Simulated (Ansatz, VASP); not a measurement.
Two plane-wave programs on Al2Cu

POSCAR

```
Al2Cu
1.0
   -1.9665367913      1.9665367913      2.8239827007
    1.9665367913     -1.9665367913      2.8239827007
    1.9665367913      1.9665367913     -2.8239827007
Al Cu
2 1
Direct
    0.7500000000      0.2500000000      0.5000000000
    0.2500000000      0.7500000000      0.5000000000
    0.5000000000      0.5000000000      0.0000000000
```

Contents of INCAR.step1:

```
ALGO     = Normal         # electronic algorithm
EDIFF    = 1E-4           # SCF threshold, eV
ENCUT    = 520            # plane-wave cutoff, eV
GGA      = PE             # functional
ISMEAR   = 0              # smearing method
LASPH    = T              # aspherical terms in the spheres
LCHARG   = F              # write CHGCAR
LREAL    = F              # projectors in reciprocal space
LWAVE    = T              # write WAVECAR
NBANDS   = 16             # bands
NELM     = 60             # most SCF steps
PREC     = Accurate       # precision mode
SIGMA    = 0.15           # smearing width, eV
```

INCAR.step2

```
ALGO     = Normal         # electronic algorithm
EDIFF    = 1E-6           # SCF threshold, eV
ENCUT    = 520            # plane-wave cutoff, eV
ISIF     = 2              # what is computed and relaxed
ISMEAR   = 0              # smearing method
ISTART   = 1            
LASPH    = T              # aspherical terms in the spheres
LCHARG   = T              # write CHGCAR
LELF     = T              # ELF
LMIXTAU  = T            
LREAL    = F              # projectors in reciprocal space
LVHAR    = T            
LWAVE    = F              # write WAVECAR
METAGGA  = R2SCAN         # meta-GGA
NBANDS   = 16             # bands
NELM     = 60             # most SCF steps
PREC     = Accurate       # precision mode
SIGMA    = 0.15           # smearing width, eV
```

File KPOINTS:

```
k-points
0
Gamma
  16 16 16
```

Input for Ansatz:

```yaml
crystal:
  lattice:
    - [-1.9665367913, 1.9665367913, 2.8239827007]
    - [1.9665367913, -1.9665367913, 2.8239827007]
    - [1.9665367913, 1.9665367913, -2.8239827007]
  atoms:
    - { symbol: Al, position: [0.75, 0.25, 0.5] }
    - { symbol: Al, position: [0.25, 0.75, 0.5] }
    - { symbol: Cu, position: [0.5, 0.5, 0.0] }
basis:
  ecutwfc: 500
kpoints:
  mp_grid: { grid: [16, 16, 16] }
hamiltonian:
  xc: r2scan
scf:
  occupations: { method: gaussian, width: 0.15 }
output:
  forces: true
  stress: true
  eigenvalues: true
```

Change from the starting cell: strain -0.030 along x and y, -0.015 along z, atoms carried along.

Alike in both runs: task single point; functional r2SCAN; k mesh 16 × 16 × 16; occupations gaussian, width 0.15 eV; no spin polarisation.

|  | VASP | Ansatz |
| --- | --- | --- |
| version | VASP 6.6.1 | Ansatz 0.2.0 |
| potentials or method | VASP PAW PBE potentials, release 64 (Al, Cu), cutoff 520 eV | scalar-relativistic, plane waves, PAW |
| valence electrons in the cell | 17 | 25 |

```csv
,VASP,Ansatz,Ansatz less VASP
gap on the k mesh at the Fermi level (eV),none,none,-
pressure (GPa),9.9,9.6,-0.25
"traceless stress, the component that is largest in VASP (GPa)",-1.31,-1.32,-0.005
```

VASP's potentials were made for PBE, not for r2SCAN. A gap of «none» marks a metal or a gap that the smearing closes. VASP's potentials hold 17 valence electrons a cell and Ansatz's 25, so a difference there can come from the potentials and not from the codes.
